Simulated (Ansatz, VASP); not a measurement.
One calculation of MgS, two programs

INCAR

```
PREC = Accurate
ENCUT = 520
EDIFF = 1E-6
ISMEAR = -1
SIGMA = 0.02
LREAL = False
LASPH = True
NELM = 60
ALGO = Normal
ISIF = 2
LWAVE = False
LCHARG = True
GGA = PE
LELF = True
LVHAR = True
NBANDS = 11
```

The input KPOINTS:

```
Automatic mesh
0
Gamma
  8 8 8
```

POSCAR

```
MgS
1.0
   -0.0090588059      2.8308768389      2.8308768389
    2.8308768389     -0.0090588059      2.8308768389
    2.8218180331      2.8218180331      0.0000000000
Mg S
1 1
Direct
   -0.0005885629     -0.0005885629      0.0005885629
    0.2505885629      0.2505885629      0.2494114371
```

Input for Ansatz:

```yaml
crystal:
  lattice:
    - [-0.0090588059, 2.8308768389, 2.8308768389]
    - [2.8308768389, -0.0090588059, 2.8308768389]
    - [2.8218180331, 2.8218180331, 0.0]
  atoms:
    - { symbol: Mg, position: [-0.0005885629, -0.0005885629, 0.0005885629] }
    - { symbol: S, position: [0.2505885629, 0.2505885629, 0.2494114371] }
kpoints:
  mp_grid: { grid: [8, 8, 8] }
  band_path:
    path:
      - [0.0, 0.0, 0.0]
      - [-0.5, -0.5, 0.0]
      - [-0.375, -0.375, 0.25]
      - [-0.375, 0.0, 0.375]
      - [0.0, 0.0, 0.5]
      - [-0.5, -0.25, 0.25]
    npoints: 1
hamiltonian:
  xc: pbe
scf:
  occupations: { method: fermi_dirac, width: 0.02 }
  n_extra_bands: 4
output:
  forces: true
  stress: true
  eigenvalues: true
```

Change from the starting cell: shear_xy strain -0.6%.

Alike in both runs: task single point; functional PBE; k mesh 8 × 8 × 8; occupations fermi-dirac, width 0.02 eV; no spin polarisation.

|  | VASP | Ansatz |
| --- | --- | --- |
| version | VASP 6.6.1 | Ansatz 0.2.0 |
| potentials or method | VASP PAW PBE potentials, release 64 (Mg, S) | plane waves, PAW |
| plane-wave cutoff (eV) | 520 | 420 |
| valence electrons in the cell | 8 | 16 |

|  | VASP | Ansatz | Ansatz less VASP |
| --- | --- | --- | --- |
| gap on the k mesh at the Fermi level (eV) | 3.44 | 3.45 | +0.008 |
| pressure (GPa) | 0.9 | 1.1 | +0.15 |
| traceless stress, the component that is largest in VASP (GPa) | 0.20 | 0.19 | -0.001 |

VASP's potentials hold 8 valence electrons a cell and Ansatz's 16, so a difference there can come from the potentials and not from the codes.
